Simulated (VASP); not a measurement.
Set up this calculation in VASP 6.6.1, as the native input.

- Task: single point
- Functional: PBE
- Potentials or basis: VASP PAW PBE potentials, release 64 (Ba_sv, Ti_sv, O)
- Cutoff: 520 eV
- k mesh: 6 × 6 × 6
- Occupations: fermi-dirac, width 0.02 eV
- Spin: no spin polarisation
- Dipole correction: no
- Further INCAR settings: ALGO = Normal; EDIFF = 1e-07; NBANDS = 28

The structure of BaTiO3 lies in POSCAR:

```
BaTiO3
1.0
    3.9940965200      0.0000000000      0.0000000000
    0.0000000000      3.9940965200      0.0000000000
    0.0000000000      0.0000000000      3.9341850722
Ba Ti O
1 1 3
Direct
    0.0000000000      0.0000000000      0.0000000000
    0.5000000000      0.5000000000      0.5000000000
    0.5000000000      0.5000000000      0.0000000000
    0.5000000000      0.0000000000      0.5000000000
    0.0000000000      0.5000000000      0.5000000000
```

This cell differs from its parent crystal: uniaxial z strain -1.5%.

These files were run (other wordings do the same):

INCAR

```
SYSTEM = BaTiO3
PREC = Accurate
ENCUT = 520
EDIFF = 1E-7
ISMEAR = -1
SIGMA = 0.02
LREAL = .False.
LASPH = .True.
NELM = 60
ALGO = Normal
ISIF = 2
LWAVE = .False.
LCHARG = .True.
GGA = PE
LELF = .True.
LVHAR = .True.
NBANDS = 28
```

KPOINTS

```
Automatic mesh
0
Gamma
  6 6 6
  0 0 0
```

Potentials or basis: VASP PAW PBE potentials, release 64 (Ba_sv, Ti_sv, O).

Run with:

```bash
$ cat potpaw_PBE.64/Ba_sv/POTCAR potpaw_PBE.64/Ti_sv/POTCAR potpaw_PBE.64/O/POTCAR > POTCAR
$ mpirun -np 1 vasp_std > vasp.out
```

Results of the run:

```json
{
 "Pressure": "8.0 GPa",
 "Band gap on the k mesh": "1.75 eV, indirect (least direct gap 1.88 eV)"
}
```

Caveat: the cell differs from its parent crystal (uniaxial z strain -1.5%); spin-orbit coupling is left out, which moves the levels of the heavy elements.

It took 81 s on 1 thread of Intel Xeon 6975P-C (shared host), peak memory 0.22 GiB.
